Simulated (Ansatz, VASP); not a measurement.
One calculation of Ge, two programs

INCAR

```
PREC = Accurate ; ENCUT = 520
EDIFF = 1E-6 ; ISMEAR = 0
SIGMA = 0.15 ; LREAL = F
LASPH = T ; NELM = 100
ALGO = Normal ; ISIF = 2
LWAVE = F ; LCHARG = T
GGA = PS ; LELF = T
LVHAR = T ; NBANDS = 13
```

File KPOINTS:

```
Automatic mesh
0
Gamma
  20 20 18
```

The input POSCAR:

```
Ge
1.0
    1.5193995375     -2.8280611500      0.0000000000
    1.5193995375      2.8280611500      0.0000000000
    0.0000000000      0.0000000000      2.6982310000
Ge
1
Direct
    0.5000000000      0.5000000000      0.0000000000
```

Input for Ansatz:

```yaml
crystal:
  lattice:
    - [1.5193995375, -2.82806115, 0.0]
    - [1.5193995375, 2.82806115, 0.0]
    - [0.0, 0.0, 2.698231]
  atoms:
    - { symbol: Ge, position: [0.5, 0.5, 0.0] }
basis:
  ecutwfc: 420
kpoints:
  mp_grid: { grid: [20, 20, 18] }
hamiltonian:
  xc: pbesol
scf:
  occupations: { method: gaussian, width: 0.15 }
output:
  forces: true
  stress: true
  eigenvalues: true
  write_density: true
  write_potential: true
  elf: true
  volumetric_format: npy
```

Change from the starting cell: strain +0.0875 x Voigt [1, 1, 0, 0, 0, 0], atoms carried along.

Alike in both runs: task single point; functional PBEsol; k mesh 20 × 20 × 18; occupations gaussian, width 0.15 eV; no spin polarisation.

```csv
,VASP,Ansatz
version,VASP 6.6.1,Ansatz 0.2.0
potentials or method,"VASP PAW PBE potentials, release 64 (Ge_d), cutoff 520 eV","scalar-relativistic, plane waves, PAW"
valence electrons in the cell,14,14
```

Ansatz gave:

| Property | Result |
| --- | --- |
| gap on the k mesh at the Fermi level (eV) | none |
| pressure (GPa) | -9.9 |
| traceless stress, the component that is largest in VASP (GPa) | 4.81 |

Q: Which values does VASP return?

A: gap on the k mesh at the Fermi level (eV): none; pressure (GPa): -10.0; traceless stress, the component that is largest in VASP (GPa): 4.79.

VASP's potentials were made for PBE, not for PBEsol. A gap of «none» marks a metal or a gap that the smearing closes.
